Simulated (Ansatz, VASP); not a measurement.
**Two plane-wave programs on In**

```
In
1.0
    -1.63428    1.63428    2.47395
     1.63428   -1.63428    2.47395
     1.61802    1.61802   -2.47395
In
1
Direct
  0.00000 0.00000 0.00000
```

Change from the starting cell: strain -0.0100 x Voigt [0, 0, 0, 0, 0, 1], atoms carried along.

Alike in both runs: task single point; functional PBEsol; k mesh 20 × 20 × 20; occupations gaussian, width 0.15 eV; no spin polarisation.

|  | VASP | Ansatz |
| --- | --- | --- |
| version | VASP 6.6.1 | Ansatz 0.2.0 |
| potentials or method | VASP PAW PBE potentials, release 64 (In_d), cutoff 520 eV | scalar-relativistic, plane waves, PAW |
| valence electrons in the cell | 13 | 13 |

```tsv
	VASP	Ansatz	Ansatz less VASP
gap on the k mesh at the Fermi level (eV)	none	none	-
pressure (GPa)	-0.9	-0.9	-0.01
traceless stress, the component that is largest in VASP (GPa)	-0.15	-0.15	+0.003
```

VASP's potentials were made for PBE, not for PBEsol. A gap of «none» marks a metal or a gap that the smearing closes. With one functional, cell and mesh, what is left measures potentials, basis and numerics.
